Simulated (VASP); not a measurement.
# TiO2 (Cmcm) in VASP: further runs, part 2 of 2

VASP 6.6.1. Earlier steps stand in the parts before.

## 4. Single point, PBE

This run uses another cell than the first one, of 11.97 Å³/atom, 1.035 times its volume.

Input file INCAR:

```
SYSTEM = TiO2
PREC     = Accurate       ! precision mode
ENCUT    = 520            ! plane-wave cutoff, eV
EDIFF    = 1E-6           ! SCF threshold, eV
ISMEAR   = -1             ! smearing method
SIGMA    = 0.05           ! smearing width, eV
LREAL    = .False.        ! projectors in reciprocal space
LASPH    = .True.         ! aspherical terms in the spheres
NELM     = 80             ! most SCF steps
ALGO     = Normal         ! electronic algorithm
ISIF     = 2              ! what is computed and relaxed
LWAVE    = .False.        ! write WAVECAR
LCHARG   = .True.         ! write CHGCAR
GGA      = PE             ! functional
LELF     = .True.         ! ELF
LVHAR    = .True.       
NBANDS   = 60             ! bands
```

Input file KPOINTS:

```
regular mesh
0
Gamma
  9 9 3
  0 0 0
```

Input file POSCAR:

```
TiO2
1.0
    1.4703423710     -4.7763857915      0.0000000000
    1.4703423710      4.7763857915      0.0000000000
    0.0000000000      0.0000000000     10.2279384738
Ti O
4 8
Direct
    0.8668530827      0.1331469173      0.5838836669
    0.1331469173      0.8668530827      0.4161163331
    0.8668530827      0.1331469173      0.9161163331
    0.1331469173      0.8668530827      0.0838836669
    0.5000000000      0.5000000000      0.5000000000
    0.5000000000      0.5000000000      0.0000000000
    0.9351334313      0.0648665687      0.7500000000
    0.0648665687      0.9351334313      0.2500000000
    0.7543399326      0.2456600674      0.1030565060
    0.2456600674      0.7543399326      0.8969434940
    0.2456600674      0.7543399326      0.6030565060
    0.7543399326      0.2456600674      0.3969434940
```

Potentials or basis: VASP PAW PBE potentials, release 64 (Ti_sv, O).

Command:

```bash
cat potpaw_PBE.64/Ti_sv/POTCAR potpaw_PBE.64/O/POTCAR > POTCAR
mpirun -np 1 vasp_std > vasp.out
```

OUTCAR:

```text
SYSTEM = TiO2
   PREC = Accurate
   ENCUT = 520
   EDIFF = 1E-6
   ISMEAR = -1
   LREAL = .False.
   LASPH = .True.
   NELM = 80
   ISIF = 2
   GGA = PE

 ion  position               nearest neighbor table
   1  0.867  0.133  0.584-   7 1.82  11 1.88  11 1.88   5 2.13   5 2.13  12 2.19
   2  0.133  0.867  0.416-   8 1.82  12 1.88  12 1.88   5 2.13   5 2.13  11 2.19
   3  0.867  0.133  0.916-   7 1.82  10 1.88  10 1.88   6 2.13   6 2.13   9 2.19
   4  0.133  0.867  0.084-   8 1.82   9 1.88   9 1.88   6 2.13   6 2.13  10 2.19
   5  0.500  0.500  0.500-   2 2.13   1 2.13   2 2.13   1 2.13
   6  0.500  0.500  0.000-   4 2.13   3 2.13   4 2.13   3 2.13
   7  0.935  0.065  0.750-   1 1.82   3 1.82
   8  0.065  0.935  0.250-   2 1.82   4 1.82
   9  0.754  0.246  0.103-   4 1.88   4 1.88   3 2.19
  10  0.246  0.754  0.897-   3 1.88   3 1.88   4 2.19
  11  0.246  0.754  0.603-   1 1.88   1 1.88   2 2.19
  12  0.754  0.246  0.397-   2 1.88   2 1.88   1 2.19

  LATTYP: Found a base centered orthorhombic cell.
 ALAT       =     2.9406847420
 B/A-ratio  =     3.2484854451
 C/A-ratio  =     3.4780805735

  Lattice vectors:

 A1 = (   1.4703423710,  -4.7763857915,   0.0000000000)
 A2 = (   1.4703423710,   4.7763857915,   0.0000000000)
 A3 = (   0.0000000000,   0.0000000000,  10.2279384738)

Analysis of symmetry for initial positions (statically):
=====================================================================
 Subroutine PRICEL returns:
 Original cell was already a primitive cell.

 Routine SETGRP: Setting up the symmetry group for a
 base centered orthorhombic supercell.

 Subroutine GETGRP returns: Found  8 space group operations
 (whereof  4 operations were pure point group operations)
 out of a pool of  8 trial point group operations.

The static configuration has the point symmetry C_2h.
 The point group associated with its full space group is D_2h.

Analysis of symmetry for dynamics (positions and initial velocities):
=====================================================================
 Subroutine PRICEL returns:
 Original cell was already a primitive cell.

 Routine SETGRP: Setting up the symmetry group for a
 base centered orthorhombic supercell.

 Subroutine GETGRP returns: Found  8 space group operations
 (whereof  4 operations were pure point group operations)
 out of a pool of  8 trial point group operations.

The dynamic configuration has the point symmetry C_2h.
 The point group associated with its full space group is D_2h.

 Subroutine INISYM returns: Found  8 space group operations
 (whereof  4 operations are pure point group operations),
 and found     1 'primitive' translations

----------------------------------------------------------------------------------------

                                     Primitive cell

  volume of cell :     143.6600

  direct lattice vectors                    reciprocal lattice vectors
     1.470342371 -4.776385792  0.000000000     0.340056853 -0.104681661  0.000000000
     1.470342371  4.776385792  0.000000000     0.340056853  0.104681661  0.000000000
     0.000000000  0.000000000 10.227938474     0.000000000  0.000000000  0.097771413

  length of vectors
     4.997576204  4.997576204 10.227938474     0.355804600  0.355804600  0.097771413

[... 79 lines left out ...]
 -0.333333  0.333333  0.000000      2.000000
  0.444444  0.444444  0.000000      2.000000
 [... further k-points ...]
   k-points           NKPTS =     50   k-points in BZ     NKDIM =     50   number of bands    NBANDS=     60
   number of dos      NEDOS =    301   number of ions     NIONS =     12
   total plane-waves  NPLWV = 128000
   dimension x,y,z NGX =    40 NGY =   40 NGZ =   80
   dimension x,y,z NGXF=    80 NGYF=   80 NGZF=  160
   ions per type =               4   8
   NGX,Y,Z   is equivalent  to a cutoff of  13.31, 13.31, 13.00 a.u.
   NGXF,Y,Z  is equivalent  to a cutoff of  26.61, 26.61, 26.01 a.u.
 SYSTEM =  TiO2
   PREC   = accura    normal or accurate (medium, high low for compatibility)
   ISTART =      0    job   : 0-new  1-cont  2-samecut
   ICHARG =      2    charge: 1-file 2-atom 10-const
   ISPIN  =      1    spin polarized calculation?
   LNONCOLLINEAR =      F non collinear calculations
   LSORBIT =      F    spin-orbit coupling
   LASPH  =      T    aspherical Exc in radial PAW
   ENCUT  =  520.0 eV  38.22 Ry    6.18 a.u.   9.29  9.29 19.02*2*pi/ulx,y,z
   NELM   =     80;   NELMIN=  2; NELMDL= -5     # of ELM steps
   EDIFF  = 0.1E-05   stopping-criterion for ELM
   LREAL  =      F    real-space projection
   EDIFFG = 0.1E-04   stopping-criterion for IOM
   NSW    =      0    number of steps for IOM
   IBRION =     -1    ionic relax: 0-MD 1-quasi-New 2-CG
   NFREE  =      0    steps in history (QN), initial steepest desc. (CG)
   ISIF   =      2    stress and relaxation
   ISYM   =      2    0-nonsym 1-usesym 2-fastsym
   POTIM  = 0.5000    time-step for ionic-motion
   TEBEG  =    0.0;   TEEND  =   0.0 temperature during run
   PSTRESS=    0.0 pullay stress
   NELECT =      96.0000    total number of electrons
   NUPDOWN=      -1.0000    fix difference up-down
   EMIN   =  10.00;   EMAX   =-10.00  energy-range for DOS
   EFERMI =   0.00;   METHOD = LEGACY
   ISMEAR =    -1;   SIGMA  =   0.05  broadening in eV -4-tet -1-fermi 0-gaus
   EFERMI_NEDOS =   21; number of points for ismear=-14 and -15
   IALGO  =     38    algorithm
   IMIX   =      4    mixing-type and parameters
     AMIX     =   0.40;   BMIX     =  1.00
     AMIX_MAG =   1.60;   BMIX_MAG =  1.00
  volume/ion in A,a.u.               =      11.97        80.79
  Fermi-wavevector in a.u.,A,eV,Ry     =   1.431265  2.704698 27.871783  2.048518
  Thomas-Fermi vector in A             =   2.551020
   LORBIT       =      0    0 simple, 1 ext, 2 COOP (PROOUT), +10 PAW based schemes
   GGA     = PE    functional components
   LHFCALC =     F    Hartree Fock is set to
   AEXX    =    0.0000 exact exchange contribution
   IVDW    =     0    specifies the selected vdW correction
   LEPSILON=     F    determine dielectric tensor
   LRPA    =     F    only Hartree local field effects (RPA)
 non-spin polarized calculation
  energy-cutoff  :      520.00
  volume of cell :      143.66
 maximum number of plane-waves:      3906
 NGX is ok and might be reduce to    40
   NGX = 19   NGY = 19   NGZ = 39

 number of electron      95.9999989 magnetization

 Free energy of the ion-electron system (eV)
  ---------------------------------------------------
  ext. energy  EPLUGINS =         0.00000000
  ---------------------------------------------------
  free energy    TOTEN  =      -106.01220800 eV

  energy without entropy =     -106.01220800  energy(sigma->0) =     -106.01220800

 E-fermi :   3.8301     XC(G=0): -10.4206

 val. band max:        2.6354133142   @ k =   0.4444   0.4444   0.3333
 cond. band min:       5.2636212391   @ k =  -0.4444   0.4444   0.0000
 fundamental gap:      2.6282079249
 Fermi energy:         3.8301355607

 k-point     1 :       0.0000    0.0000    0.0000
  band No.  band energies     occupation
      1     -53.5812      2.00000
      2     -53.5763      2.00000
      3     -53.5526      2.00000
      4     -53.5476      2.00000
      5     -30.0115      2.00000
      6     -29.9914      2.00000
[... 1501 lines left out ...]
     59       7.2208      0.00000
     60       7.2524      0.00000

 [... further k-points ...]
[... 5 lines left out ...]
  --------------------------------------------------------------------------------------
  -------------------------------------------------------------------------------------
  Total        0.7209934      0.5012992      0.6182236      0.0000000     -0.0000000      0.0000000
  in kB        8.0409231      5.5907694      6.8947766      0.0000000     -0.0000000      0.0000000
  external PRESSURE =       6.8421564 kB  Pullay stress =       0.0000000 kB

 VOLUME and BASIS-vectors are now :
 -----------------------------------------------------------------------------
  energy-cutoff  :      520.00
  volume of cell :      143.66
      direct lattice vectors                 reciprocal lattice vectors
     1.470342371 -4.776385792  0.000000000     0.340056853 -0.104681661  0.000000000
     1.470342371  4.776385792  0.000000000     0.340056853  0.104681661  0.000000000
     0.000000000  0.000000000 10.227938474     0.000000000  0.000000000  0.097771413

 POSITION                                       TOTAL-FORCE (eV/Angst)
 -----------------------------------------------------------------------------------
      1.47034     -3.50446      5.97193         0.000000     -0.057891     -0.074359
      1.47034      3.50446      4.25601         0.000000      0.057891      0.074359
      1.47034     -3.50446      9.36998         0.000000     -0.057891      0.074359
      1.47034      3.50446      0.85796         0.000000      0.057891     -0.074359
      1.47034      0.00000      5.11397         0.000000      0.000000     -0.000000
      1.47034      0.00000      0.00000        -0.000000      0.000000     -0.000000
      1.47034     -4.15673      7.67095         0.000000     -0.054909     -0.000000
      1.47034      4.15673      2.55698         0.000000      0.054909     -0.000000
      1.47034     -2.42965      1.05406         0.000000     -0.080912      0.025472
      1.47034      2.42965      9.17388         0.000000      0.080912     -0.025472
      1.47034      2.42965      6.16802         0.000000      0.080912      0.025472
      1.47034     -2.42965      4.05991         0.000000     -0.080912     -0.025472
 -----------------------------------------------------------------------------------
    total drift:                               -0.000000      0.000000     -0.000000

  FREE ENERGIE OF THE ION-ELECTRON SYSTEM (eV)
  ---------------------------------------------------
  free  energy   TOTEN  =      -106.0122079996 eV

  energy  without entropy=     -106.0122079996  energy(sigma->0) =     -106.01220800
```

Wall time 15 min (1 thread of Intel Xeon Platinum 8488C (Sapphire Rapids), shared host); peak memory 0.53 GiB.

What came out:

```yaml
Free_energy: -106.0122 eV
Pressure: 0.7 GPa
Largest_force: 0.094 eV/Å
Band_gap_on_the_k_mesh: 2.63 eV, indirect (least direct gap 2.72 eV)
```

Forces on the atoms (eV/Å):
```
Ti   0.000 -0.058 -0.074
Ti   0.000  0.058  0.074
Ti   0.000 -0.058  0.074
Ti   0.000  0.058 -0.074
O    0.000  0.000  0.000
O    0.000  0.000  0.000
O    0.000 -0.055  0.000
O    0.000  0.055  0.000
O    0.000 -0.081  0.025
O    0.000  0.081 -0.025
O    0.000  0.081  0.025
O    0.000 -0.081 -0.025
```

Stress tensor (GPa, compression positive):
```
0.80 0.00 0.00
0.00 0.56 0.00
0.00 0.00 0.69
```

A k mesh can miss the band edges. As with any semilocal functional, this PBE gap is likely too small.

## 5. Summary

```tsv
level	cell	gap on the mesh (eV)	pressure (GPa)	largest force (eV/Å)
PBE+D3(BJ)	a = 4.908, b = 4.908, c = 10.139 Å, angles 90.0, 90.0, 145.4°, 12 atoms	2.62	0.7	0.09
PBEsol	a = 4.918, b = 4.918, c = 10.090 Å, angles 90.0, 90.0, 145.6°, 12 atoms	2.58	0.7	0.09
PBE	a = 4.998, b = 4.998, c = 10.228 Å, angles 90.0, 90.0, 145.8°, 12 atoms	2.63	0.7	0.09
```

Alike in all rows: task single point; potentials or basis VASP PAW PBE potentials, release 64 (Ti_sv, O); no spin polarisation; k mesh 9 × 9 × 3; cutoff (eV) 520; smearing fermi-dirac 0.05 eV.

Caveats: the PAW data sets were made with another functional, which shifts forces and pressure a little (some runs).

Total energies depend on the potentials used, so only differences within one code and one set of settings carry meaning.
